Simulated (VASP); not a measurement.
Wanted: the native input for a VASP 6.6.1 run.

- Task: single point
- Functional: PBEsol
- Potentials or basis: VASP PAW PBE potentials, release 64 (Mg, O)
- Cutoff: 520 eV
- k mesh: 12 × 12 × 12
- Occupations: gaussian, width 0.05 eV
- Spin: no spin polarisation
- Dipole correction: no
- Further INCAR settings: ALGO = Normal; EDIFF = 1e-07; NBANDS = 14

The structure of MgO2 lies in POSCAR:

```
MgO2
1.0
    1.6448800414      0.9496719347      3.4939788749
   -1.6448800414      0.9496719347      3.4939788749
    0.0000000000     -1.8993438694      3.4939788749
Mg O
1 2
Direct
    0.0000000000      0.0000000000      0.0000000000
    0.4287860000      0.4287860000      0.4287860000
    0.5712140000      0.5712140000      0.5712140000
```

This cell differs from its parent crystal: strain +0.025 along x and y, +0.000 along z.

The input as run:

INCAR

```
PREC = Accurate
ENCUT = 520
EDIFF = 1E-7
ISMEAR = 0
SIGMA = 0.05
LREAL = False
LASPH = True
NELM = 80
ALGO = Normal
ISIF = 2
LWAVE = False
LCHARG = True
GGA = PS
LELF = True
LVHAR = True
NBANDS = 14
```

KPOINTS

```
regular mesh
0
Gamma
  12 12 12
```

Potentials or basis: VASP PAW PBE potentials, release 64 (Mg, O).

The run is started by

```console
$ cat potpaw_PBE.64/Mg/POTCAR potpaw_PBE.64/O/POTCAR > POTCAR
$ mpirun -np 1 vasp_std > vasp.out
```

It gave:

| Item | Value |
| --- | --- |
| Pressure | -9.1 GPa |
| Largest force | 0.151 eV/Å |
| Band gap on the k mesh | 2.26 eV, direct |

Caveat: the cell differs from its parent crystal (strain +0.025 along x and y, +0.000 along z); the PAW data sets were made with another functional, which shifts forces and pressure a little.

Run time: 83 s on 1 thread of Intel(R) Xeon(R) Platinum 8488C (Sapphire Rapids), on a shared host, peak memory 0.22 GiB.
